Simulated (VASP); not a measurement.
Wanted: the native input for a VASP 6.6.1 run.

```
Task                   : single point
Functional             : r2SCAN
Potentials or basis    : VASP PAW PBE potentials, release 64 (Pb_d, Se)
Cutoff                 : 520 eV
k mesh                 : 6 × 6 × 6
Occupations            : gaussian, width 0.05 eV
Spin                   : no spin polarisation
Dipole correction      : no
Further INCAR settings : ALGO = Normal; EDIFF = 1e-06; NBANDS = 17
```

Crystal: PbSe.

```
Pb Se
1.0
     3.78432    0.00000    0.00000
     0.00000    3.78432    0.00000
     0.00000    0.00000    3.78432
Pb Se
1 1
Direct
  0.00000 0.00000 0.00000
  0.50000 0.50000 0.50000
```

One way to write it, as run:

POSCAR

```
PbSe
1.0
    3.7843220000      0.0000000000      0.0000000000
    0.0000000000      3.7843220000      0.0000000000
    0.0000000000      0.0000000000      3.7843220000
Pb Se
1 1
Direct
    0.0000000000      0.0000000000      0.0000000000
    0.5000000000      0.5000000000      0.5000000000
```

INCAR.step1

```
ALGO     = Normal         # electronic algorithm
EDIFF    = 1E-4           # SCF threshold, eV
ENCUT    = 520            # plane-wave cutoff, eV
GGA      = PE             # functional
ISMEAR   = 0              # smearing method
LASPH    = T              # aspherical terms in the spheres
LCHARG   = F              # write CHGCAR
LREAL    = F              # projectors in reciprocal space
LWAVE    = T              # write WAVECAR
NBANDS   = 17             # bands
NELM     = 80             # most SCF steps
PREC     = Accurate       # precision mode
SIGMA    = 0.05           # smearing width, eV
```

INCAR.step2

```
ALGO     = Normal         # electronic algorithm
EDIFF    = 1E-6           # SCF threshold, eV
ENCUT    = 520            # plane-wave cutoff, eV
ISIF     = 2              # what is computed and relaxed
ISMEAR   = 0              # smearing method
ISTART   = 1            
LASPH    = T              # aspherical terms in the spheres
LCHARG   = F              # write CHGCAR
LMIXTAU  = T            
LREAL    = F              # projectors in reciprocal space
LWAVE    = F              # write WAVECAR
METAGGA  = R2SCAN         # meta-GGA
NBANDS   = 17             # bands
NELM     = 80             # most SCF steps
PREC     = Accurate       # precision mode
SIGMA    = 0.05           # smearing width, eV
```

KPOINTS

```
k-points
0
Gamma
  6 6 6
```

Potentials or basis: VASP PAW PBE potentials, release 64 (Pb_d, Se).

Command:

```bash
$ cat potpaw_PBE.64/Pb_d/POTCAR potpaw_PBE.64/Se/POTCAR > POTCAR
$ cp INCAR.step1 INCAR
$ mpirun -np 1 vasp_std > vasp.out
$ cp INCAR.step2 INCAR
$ mpirun -np 1 vasp_std > vasp.out
```

It gave:

| Item | Value |
| --- | --- |
| Pressure | -0.6 GPa |
| Band gap on the k mesh | zero (bands 10 and 11 overlap by 0.51 eV) |

Caveat: semilocal functionals underestimate gaps, so a narrow gap can read as zero; the PAW data sets were made with another functional, which shifts forces and pressure a little; spin-orbit coupling is left out, which moves the levels of the heavy elements.

Wall time 71 s on 1 thread of AMD EPYC 7R43 64-Core Processor (Zen 3), on a shared host, peak memory 0.13 GiB.
